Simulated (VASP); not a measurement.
# Sb (I4/mmm) in VASP: a series of runs

Runs on Sb. Level: PBEsol. Tasks: single point.

Everything below comes from runs of VASP 6.6.1. Logs are shortened: lines on timing, memory, paths and dates and some standing lists are left out, and cuts for length are marked.

**1. The cell of the first run**

The structure is tetragonal, space group I4/mmm (No. 139). Conventional cell: a = 3.743 Å, b = 3.743 Å, c = 3.518 Å, α = 90.00°, β = 90.00°, γ = 90.00°. Sb (site symmetry 4/mmm) has 14 Sb at 3.18 to 3.74 Å within 4.2 Å.

**2. Single point, PBEsol (strain -0.0600 x Voigt [1, 0, 0, 0, 0, 0])**

File INCAR:

```
ALGO = Normal ; EDIFF = 1E-7
ENCUT = 520 ; GGA = PS
ISIF = 2 ; ISMEAR = 0
LASPH = T ; LCHARG = T
LELF = T ; LREAL = F
LVHAR = T ; LWAVE = F
NBANDS = 8 ; NELM = 100
PREC = Accurate ; SIGMA = 0.15
```

File KPOINTS:

```
k-points
0
Gamma
  18 18 18
```

File POSCAR:

```
Sb
1.0
   -1.7590604331      1.8713408863      1.8713408863
    1.7590604331     -1.8713408863      1.8713408863
    1.7590604331      1.8713408863     -1.8713408863
Sb
1
Direct
    0.0000000000      0.0000000000      0.0000000000
```

Potentials or basis: VASP PAW PBE potentials, release 64 (Sb).

Run with:

```sh
$ cat potpaw_PBE.64/Sb/POTCAR > POTCAR
$ mpirun -np 1 vasp_std > vasp.out
```

OUTCAR:

```text
EDIFF = 1E-7
   ENCUT = 520
   GGA = PS
   ISIF = 2
   ISMEAR = 0
   LASPH = T
   LREAL = F
   NELM = 100
   PREC = Accurate

 ion  position               nearest neighbor table
   1  0.000  0.000  0.000-

  LATTYP: Found a body centered tetragonal cell.
 ALAT       =     3.7426817726
 C/A-ratio  =     0.9400000000

  Lattice vectors:

 A1 = (  -1.7590604331,   1.8713408863,  -1.8713408863)
 A2 = (  -1.7590604331,  -1.8713408863,   1.8713408863)
 A3 = (   1.7590604331,   1.8713408863,   1.8713408863)

Analysis of symmetry for initial positions (statically):
=====================================================================
 Subroutine PRICEL returns:
 Original cell was already a primitive cell.

 Routine SETGRP: Setting up the symmetry group for a
 body centered tetragonal supercell.

 Subroutine GETGRP returns: Found 16 space group operations
 (whereof 16 operations were pure point group operations)
 out of a pool of 16 trial point group operations.

The static configuration has the point symmetry D_4h.

Analysis of symmetry for dynamics (positions and initial velocities):
=====================================================================
 Subroutine PRICEL returns:
 Original cell was already a primitive cell.

 Routine SETGRP: Setting up the symmetry group for a
 body centered tetragonal supercell.

 Subroutine GETGRP returns: Found 16 space group operations
 (whereof 16 operations were pure point group operations)
 out of a pool of 16 trial point group operations.

The dynamic configuration has the point symmetry D_4h.

 Subroutine INISYM returns: Found 16 space group operations
 (whereof 16 operations are pure point group operations),
 and found     1 'primitive' translations

----------------------------------------------------------------------------------------

                                     Primitive cell

  volume of cell :      24.6403

  direct lattice vectors                    reciprocal lattice vectors
    -1.759060433  1.871340886  1.871340886     0.000000000  0.267188092  0.267188092
     1.759060433 -1.871340886  1.871340886     0.284242651  0.000000000  0.267188092
     1.759060433  1.871340886 -1.871340886     0.284242651  0.267188092  0.000000000

  length of vectors
     3.177755030  3.177755030  3.177755030     0.377861023  0.390106858  0.390106858

  position of ions in fractional coordinates (direct lattice)
     0.000000000  0.000000000  0.000000000

  ion indices of the primitive-cell ions
   primitive index   ion index
                 1           1

----------------------------------------------------------------------------------------

 KPOINTS: k-points

Automatic generation of k-mesh.
 Grid dimensions read from file:
 generate k-points for:   18   18   18

 Generating k-lattice:

  Cartesian coordinates                     Fractional coordinates (reciprocal lattice)
     0.000000000  0.014843783  0.014843783     0.055555556  0.000000000  0.000000000
     0.015791258  0.000000000  0.014843783     0.000000000  0.055555556  0.000000000
     0.015791258  0.014843783  0.000000000     0.000000000  0.000000000  0.055555556

  Length of vectors
     0.020992279  0.021672603  0.021672603

  Shift w.r.t. Gamma in fractional coordinates (k-lattice)
     0.000000000  0.000000000  0.000000000

 Subroutine IBZKPT returns following result:
 ===========================================

 Found    480 irreducible k-points:

 Following reciprocal coordinates:
            Coordinates               Weight
  0.000000  0.000000  0.000000      1.000000
  0.055556  0.000000  0.000000      4.000000
  0.111111  0.000000  0.000000      4.000000
  0.166667  0.000000  0.000000      4.000000
  0.222222  0.000000  0.000000      4.000000
  0.277778  0.000000  0.000000      4.000000
[... 16 lines left out ...]
  0.166667  0.111111 -0.000000     16.000000
  0.222222  0.111111 -0.000000     16.000000
 [... further k-points ...]
   k-points           NKPTS =    480   k-points in BZ     NKDIM =    480   number of bands    NBANDS=      8
   number of dos      NEDOS =    301   number of ions     NIONS =      1
   total plane-waves  NPLWV =  13824
   dimension x,y,z NGX =    24 NGY =   24 NGZ =   24
   dimension x,y,z NGXF=    48 NGYF=   48 NGZF=   48
   ions per type =               1
   NGX,Y,Z   is equivalent  to a cutoff of  12.56, 12.56, 12.56 a.u.
   NGXF,Y,Z  is equivalent  to a cutoff of  25.11, 25.11, 25.11 a.u.
 SYSTEM =  unknown system
   PREC   = accura    normal or accurate (medium, high low for compatibility)
   ISTART =      0    job   : 0-new  1-cont  2-samecut
   ICHARG =      2    charge: 1-file 2-atom 10-const
   ISPIN  =      1    spin polarized calculation?
   LNONCOLLINEAR =      F non collinear calculations
   LSORBIT =      F    spin-orbit coupling
   LASPH  =      T    aspherical Exc in radial PAW
   ENCUT  =  520.0 eV  38.22 Ry    6.18 a.u.   5.91  5.91  5.91*2*pi/ulx,y,z
   NELM   =    100;   NELMIN=  2; NELMDL= -5     # of ELM steps
   EDIFF  = 0.1E-06   stopping-criterion for ELM
   LREAL  =      F    real-space projection
   EDIFFG = 0.1E-05   stopping-criterion for IOM
   NSW    =      0    number of steps for IOM
   IBRION =     -1    ionic relax: 0-MD 1-quasi-New 2-CG
   NFREE  =      0    steps in history (QN), initial steepest desc. (CG)
   ISIF   =      2    stress and relaxation
   ISYM   =      2    0-nonsym 1-usesym 2-fastsym
   POTIM  = 0.5000    time-step for ionic-motion
   TEBEG  =    0.0;   TEEND  =   0.0 temperature during run
   PSTRESS=    0.0 pullay stress
   NELECT =       5.0000    total number of electrons
   NUPDOWN=      -1.0000    fix difference up-down
   EMIN   =  10.00;   EMAX   =-10.00  energy-range for DOS
   EFERMI =   0.00;   METHOD = LEGACY
   ISMEAR =     0;   SIGMA  =   0.15  broadening in eV -4-tet -1-fermi 0-gaus
   EFERMI_NEDOS =   21; number of points for ismear=-14 and -15
   IALGO  =     38    algorithm
   IMIX   =      4    mixing-type and parameters
     AMIX     =   0.40;   BMIX     =  1.00
     AMIX_MAG =   1.60;   BMIX_MAG =  1.00
  volume/ion in A,a.u.               =      24.64       166.28
  Fermi-wavevector in a.u.,A,eV,Ry     =   0.962017  1.817948 12.591869  0.925476
  Thomas-Fermi vector in A             =   2.091439
   LORBIT       =      0    0 simple, 1 ext, 2 COOP (PROOUT), +10 PAW based schemes
   GGA     = PS    functional components
   LHFCALC =     F    Hartree Fock is set to
   AEXX    =    0.0000 exact exchange contribution
   IVDW    =     0    specifies the selected vdW correction
   LEPSILON=     F    determine dielectric tensor
   LRPA    =     F    only Hartree local field effects (RPA)
 non-spin polarized calculation
 Gauss-broadening in eV      SIGMA  =   0.15
  energy-cutoff  :      520.00
  volume of cell :       24.64
 maximum number of plane-waves:       680
   NGX = 11   NGY = 11   NGZ = 11

 number of electron       5.0000000 magnetization

 Free energy of the ion-electron system (eV)
  ---------------------------------------------------
  ext. energy  EPLUGINS =         0.00000000
  ---------------------------------------------------
  free energy    TOTEN  =        -4.36570021 eV

  energy without entropy =       -4.35895458  energy(sigma->0) =       -4.36232740

 E-fermi :   9.5216     XC(G=0): -10.7180

 val. band max:        9.5191010281   @ k =   0.5000   0.5000   0.1667
 cond. band min:       9.5235369865   @ k =   0.1667   0.1667   0.1667
 fundamental gap:      0.0044359584
 Fermi energy:         9.5216046358

 k-point     1 :       0.0000    0.0000    0.0000
  band No.  band energies     occupation
      1      -4.0822      2.00000
      2      15.5419      0.00000
      3      15.5419      0.00000
      4      15.9979      0.00000
      5      19.7729      0.00000
      6      20.8540      0.00000
      7      20.8540      0.00000
      8      21.2065      0.00000

 k-point     2 :       0.0556    0.0000    0.0000
  band No.  band energies     occupation
      1      -4.0149      2.00000
      2      14.8581      0.00000
      3      15.5202      0.00000
      4      15.7575      0.00000
      5      19.7019      0.00000
      6      20.3881      0.00000
      7      20.6812      0.00000
      8      20.9446      0.00000

 k-point     3 :       0.1111    0.0000    0.0000
  band No.  band energies     occupation
      1      -3.8131      2.00000
      2      13.3375      0.00000
      3      15.1776      0.00000
      4      15.4467      0.00000
      5      19.2014      0.00000
      6      19.6935      0.00000
      7      20.5564      0.00000
      8      20.7388      0.00000

 k-point     4 :       0.1667    0.0000    0.0000
  band No.  band energies     occupation
      1      -3.4777      2.00000
      2      11.5603      0.00000
      3      14.4745      0.00000
      4      15.3063      0.00000
      5      18.6029      0.00000
      6      19.0572      0.00000
      7      20.3458      0.00000
      8      21.0193      0.00000

 k-point     5 :       0.2222    0.0000    0.0000
  band No.  band energies     occupation
      1      -3.0110      2.00000
      2       9.7553      0.02758
      3      13.7783      0.00000
      4      15.1006      0.00000
      5      18.0725      0.00000
      6      18.5124      0.00000
      7      20.3848      0.00000
      8      21.3771      0.00000

 k-point     6 :       0.2778    0.0000    0.0000
  band No.  band energies     occupation
      1      -2.4179      2.00000
      2       8.0142      2.00000
      3      13.1560      0.00000
      4      14.8582      0.00000
      5      17.6362      0.00000
      6      18.0658      0.00000
      7      20.6646      0.00000
      8      21.8140      0.00000

 k-point     7 :       0.3333    0.0000    0.0000
  band No.  band energies     occupation
      1      -1.7101      2.00000
      2       6.3885      2.00000
      3      12.6444      0.00000
      4      14.6208      0.00000
      5      17.2986      0.00000
      6      17.7187      0.00000
      7      21.1413      0.00000
      8      22.3397      0.00000

 k-point     8 :       0.3889    0.0000    0.0000
  band No.  band energies     occupation
      1      -0.9191      2.00000
      2       4.9306      2.00000
      3      12.2658      0.00000
      4      14.4262      0.00000
      5      17.0595      0.00000
      6      17.4711      0.00000
      7      21.7535      0.00000
      8      22.9604      0.00000

 k-point     9 :       0.4444    0.0000    0.0000
  band No.  band energies     occupation
      1      -0.1476      2.00000
      2       3.7549      2.00000
      3      12.0337      0.00000
      4      14.2999      0.00000
      5      16.9170      0.00000
      6      17.3228      0.00000
      7      22.3953      0.00000
      8      23.6788      0.00000

 k-point    10 :       0.5000    0.0000    0.0000
  band No.  band energies     occupation
      1       0.2465      2.00000
      2       3.2255      2.00000
      3      11.9556      0.00000
      4      14.2563      0.00000
      5      16.8697      0.00000
      6      17.2734      0.00000
      7      22.7457      0.00000
      8      24.4588      0.00000
[... 78 lines left out ...]
 k-point    18 :       0.3889    0.0556    0.0000
  band No.  band energies     occupation
      1      -0.4675      2.00000
      2       4.3468      2.00000
      3      11.7231      0.00000
      4      13.9267      0.00000
      5      17.2767      0.00000
      6      18.0187      0.00000
      7      21.6772      0.00000
      8      23.7674      0.00000

 k-point    19 :       0.4444    0.0556   -0.0000
  band No.  band energies     occupation
      1       0.1828      2.00000
      2       3.4282      2.00000
      3      11.5688      0.00000
      4      13.8349      0.00000
      5      17.1812      0.00000
      6      17.9380      0.00000
      7      22.3020      0.00000
      8      23.7913      0.00000

 k-point    20 :       0.0000    0.1111   -0.0000
  band No.  band energies     occupation
      1      -3.7943      2.00000
      2      13.8666      0.00000
      3      14.6178      0.00000
      4      15.3611      0.00000
      5      18.9358      0.00000
      6      18.9674      0.00000
      7      20.9918      0.00000
      8      21.3160      0.00000

 k-point    21 :       0.0556    0.1111   -0.0000
  band No.  band energies     occupation
      1      -3.5927      2.00000
      2      12.8242      0.00000
      3      14.0187      0.00000
      4      14.9886      0.00000
      5      18.5917      0.00000
      6      19.0438      0.00000
      7      20.8488      0.00000
      8      21.9308      0.00000

 k-point    22 :       0.1111    0.1111   -0.0000
  band No.  band energies     occupation
      1      -3.2581      2.00000
      2      11.3942      0.00000
      3      13.1603      0.00000
      4      14.6293      0.00000
      5      18.3972      0.00000
      6      19.1528      0.00000
      7      20.9105      0.00000
      8      22.2511      0.00000

 k-point    23 :       0.1667    0.1111   -0.0000
  band No.  band energies     occupation
      1      -2.7926      2.00000
      2       9.7704      0.01901
      3      12.3531      0.00000
      4      14.2968      0.00000
      5      18.3866      0.00000
      6      18.9324      0.00000
      7      21.0131      0.00000
      8      22.6954      0.00000

 k-point    24 :       0.2222    0.1111   -0.0000
  band No.  band energies     occupation
      1      -2.2017      2.00000
      2       8.1224      2.00000
      3      11.6829      0.00000
      4      13.9674      0.00000
      5      18.3218      0.00000
      6      18.8606      0.00000
      7      20.8655      0.00000
      8      23.2598      0.00000

 [... further k-points ...]
[... 5 lines left out ...]
  --------------------------------------------------------------------------------------
  -------------------------------------------------------------------------------------
  Total        0.9066409      0.5243883      0.5243883      0.0000000      0.0000000      0.0000000
  in kB       58.9521044     34.0970691     34.0970691      0.0000000      0.0000000      0.0000000
  external PRESSURE =      42.3820808 kB  Pullay stress =       0.0000000 kB

 VOLUME and BASIS-vectors are now :
 -----------------------------------------------------------------------------
  energy-cutoff  :      520.00
  volume of cell :       24.64
      direct lattice vectors                 reciprocal lattice vectors
    -1.759060433  1.871340886  1.871340886     0.000000000  0.267188092  0.267188092
     1.759060433 -1.871340886  1.871340886     0.284242651  0.000000000  0.267188092
     1.759060433  1.871340886 -1.871340886     0.284242651  0.267188092  0.000000000

 POSITION                                       TOTAL-FORCE (eV/Angst)
 -----------------------------------------------------------------------------------
      0.00000      0.00000      0.00000        -0.000000     -0.000000     -0.000000
 -----------------------------------------------------------------------------------
    total drift:                                0.000000     -0.000000     -0.000000

  FREE ENERGIE OF THE ION-ELECTRON SYSTEM (eV)
  ---------------------------------------------------
  free  energy   TOTEN  =        -4.3657002062 eV

  energy  without entropy=       -4.3589545839  energy(sigma->0) =       -4.36232740
```

Run time: 28 s. Hardware: 1 thread of Intel Xeon Platinum 8488C (Sapphire Rapids), shared host; peak memory 0.21 GiB.

Results:

* Free energy: -4.3657 eV
* Pressure: 4.2 GPa

Levels at points of the mesh, in eV from the Fermi level:
| k point | band 1 | band 2 | band 3 | band 4 | band 5 |
| --- | --- | --- | --- | --- | --- |
| (0.00, 0.00, 0.00) | -13.60 | 6.02 | 6.02 | 6.48 | 10.25 |
| (0.50, 0.00, 0.00) | -9.28 | -6.30 | 2.43 | 4.73 | 7.35 |
| (0.00, 0.50, 0.00) | -8.85 | -6.13 | 1.65 | 3.62 | 6.45 |
| (0.50, 0.50, 0.50) | -5.28 | -2.60 | -2.60 | -1.39 | 2.49 |

Caveat: the cell differs from its parent crystal (strain -0.0600 x Voigt [1, 0, 0, 0, 0, 0]); the PAW data sets were made with another functional, which shifts forces and pressure a little; spin-orbit coupling is left out, which moves the levels of the heavy elements.

**3. Single point, PBEsol (strain +0.0600 x Voigt [1, 0, 0, 0, 0, 0])**

File INCAR:

```
SYSTEM = Sb
  PREC = Accurate
  ENCUT = 520
  EDIFF = 1E-6
  ISMEAR = 0
  SIGMA = 0.15
  LREAL = .FALSE.
  LASPH = .TRUE.
  NELM = 100
  ALGO = Normal
  ISIF = 2
  LWAVE = .FALSE.
  LCHARG = .FALSE.
  GGA = PS
  NBANDS = 8
```

File KPOINTS:

```
regular mesh
0
G
  18 18 18
  0 0 0
```

File POSCAR:

```
Sb
1.0
   -1.9836213395      1.8713408863      1.8713408863
    1.9836213395     -1.8713408863      1.8713408863
    1.9836213395      1.8713408863     -1.8713408863
Sb
1
Direct
    0.0000000000      0.0000000000      0.0000000000
```

Potentials or basis: VASP PAW PBE potentials, release 64 (Sb).

Run with:

```sh
$ cat potpaw_PBE.64/Sb/POTCAR > POTCAR
$ mpirun -np 1 vasp_std > vasp.out
```

OUTCAR:

```text
SYSTEM = Sb
   PREC = Accurate
   ENCUT = 520
   EDIFF = 1E-6
   ISMEAR = 0
   LREAL = .FALSE.
   LASPH = .TRUE.
   NELM = 100
   ISIF = 2
   GGA = PS

 ion  position               nearest neighbor table
   1  0.000  0.000  0.000-

  LATTYP: Found a body centered tetragonal cell.
 ALAT       =     3.7426817726
 C/A-ratio  =     1.0600000000

  Lattice vectors:

 A1 = (  -1.9836213395,   1.8713408863,  -1.8713408863)
 A2 = (  -1.9836213395,  -1.8713408863,   1.8713408863)
 A3 = (   1.9836213395,   1.8713408863,   1.8713408863)

Analysis of symmetry for initial positions (statically):
[... 435 lines left out ...]
      2       6.8780      2.00000
      3       9.4017      0.00000
      4      11.1693      0.00000
      5      15.2081      0.00000
      6      16.5878      0.00000
      7      18.8531      0.00000
      8      21.5534      0.00000

 [... further k-points ...]
[... 5 lines left out ...]
  --------------------------------------------------------------------------------------
  -------------------------------------------------------------------------------------
  Total       -0.8883468     -0.5979551     -0.5979551      0.0000000      0.0000000     -0.0000000
  in kB      -51.2234188    -34.4789914    -34.4789914      0.0000000      0.0000000     -0.0000000
  external PRESSURE =     -40.0604672 kB  Pullay stress =       0.0000000 kB

 VOLUME and BASIS-vectors are now :
 -----------------------------------------------------------------------------
  energy-cutoff  :      520.00
  volume of cell :       27.79
      direct lattice vectors                 reciprocal lattice vectors
    -1.983621339  1.871340886  1.871340886     0.000000000  0.267188092  0.267188092
     1.983621339 -1.871340886  1.871340886     0.252064237  0.000000000  0.267188092
     1.983621339  1.871340886 -1.871340886     0.252064237  0.267188092  0.000000000

 POSITION                                       TOTAL-FORCE (eV/Angst)
 -----------------------------------------------------------------------------------
      0.00000      0.00000      0.00000         0.000000      0.000000      0.000000
 -----------------------------------------------------------------------------------
    total drift:                                0.000000      0.000000      0.000000

  FREE ENERGIE OF THE ION-ELECTRON SYSTEM (eV)
  ---------------------------------------------------
  free  energy   TOTEN  =        -4.3592842831 eV

  energy  without entropy=       -4.3514177372  energy(sigma->0) =       -4.35535101
```

Run time: 59 s. Hardware: 1 thread of Intel Xeon Platinum 8488C (Sapphire Rapids), shared host; peak memory 0.24 GiB.

Results:

```yaml
Free_energy: -4.3593 eV
Pressure: -4.0 GPa
```

Levels at points of the mesh, in eV from the Fermi level:
| k point | band 1 | band 2 | band 3 | band 4 | band 5 | band 6 | band 7 |
| --- | --- | --- | --- | --- | --- | --- | --- |
| (0.00, 0.00, 0.00) | -12.62 | 5.11 | 5.28 | 5.28 | 10.20 | 10.20 | 11.09 |
| (0.50, 0.00, 0.00) | -8.57 | -5.31 | 1.25 | 3.03 | 5.83 | 6.36 | 14.53 |
| (0.00, 0.50, 0.00) | -8.87 | -5.45 | 1.84 | 3.89 | 6.56 | 7.20 | 12.68 |
| (0.50, 0.50, 0.50) | -5.82 | -2.55 | -1.59 | -1.59 | 2.88 | 3.25 | 17.34 |

Caveat: the cell differs from its parent crystal (strain +0.0600 x Voigt [1, 0, 0, 0, 0, 0]); the PAW data sets were made with another functional, which shifts forces and pressure a little; spin-orbit coupling is left out, which moves the levels of the heavy elements.
